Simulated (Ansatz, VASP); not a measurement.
# Bi in VASP and in Ansatz

Contents of INCAR:

```
ALGO = Fast
EDIFF = 1E-6
ENCUT = 520
GGA = PE
ISIF = 2
ISMEAR = 0
IVDW = 12
LASPH = T
LCHARG = T
LELF = T
LREAL = F
LVHAR = T
LWAVE = F
NBANDS = 14
NELM = 100
PREC = Accurate
SIGMA = 0.15
```

File KPOINTS:

```
k-points
0
Gamma
  18 18 18
```

File POSCAR:

```
Bi
1.0
   -1.8642438509      1.8642438509      2.1647599596
    1.8642438509     -1.8642438509      2.1647599596
    1.8642438509      1.8642438509     -2.1647599596
Bi
1
Direct
    0.0000000000      0.0000000000      0.0000000000
```

Input for Ansatz:

```yaml
crystal:
  lattice:
    - [-1.8642438509, 1.8642438509, 2.1647599596]
    - [1.8642438509, -1.8642438509, 2.1647599596]
    - [1.8642438509, 1.8642438509, -2.1647599596]
  atoms:
    - { symbol: Bi, position: [0.0, 0.0, 0.0] }
basis:
  ecutwfc: 420
kpoints:
  mp_grid: { grid: [18, 18, 18] }
hamiltonian:
  xc: pbe
  dispersion: d3bj
scf:
  occupations: { method: gaussian, width: 0.15 }
output:
  forces: true
  stress: true
  eigenvalues: true
```

Alike in both runs: task single point; functional PBE; dispersion D3(BJ); k mesh 18 × 18 × 18; occupations gaussian, width 0.15 eV; no spin polarisation.

```csv
,VASP,Ansatz
version,VASP 6.6.1,Ansatz 0.2.0
potentials or method,"VASP PAW PBE potentials, release 64 (Bi_d), cutoff 520 eV","scalar-relativistic, plane waves, PAW"
valence electrons in the cell,15,15
```

```csv
,VASP,Ansatz,Ansatz less VASP
gap on the k mesh at the Fermi level (eV),none,none,-
pressure (GPa),0.2,0.3,+0.05
"traceless stress, the component that is largest in VASP (GPa)",-1.38,-1.38,-0.009
```

A gap of «none» marks a metal or a gap that the smearing closes.

Neither program's run includes spin-orbit coupling.
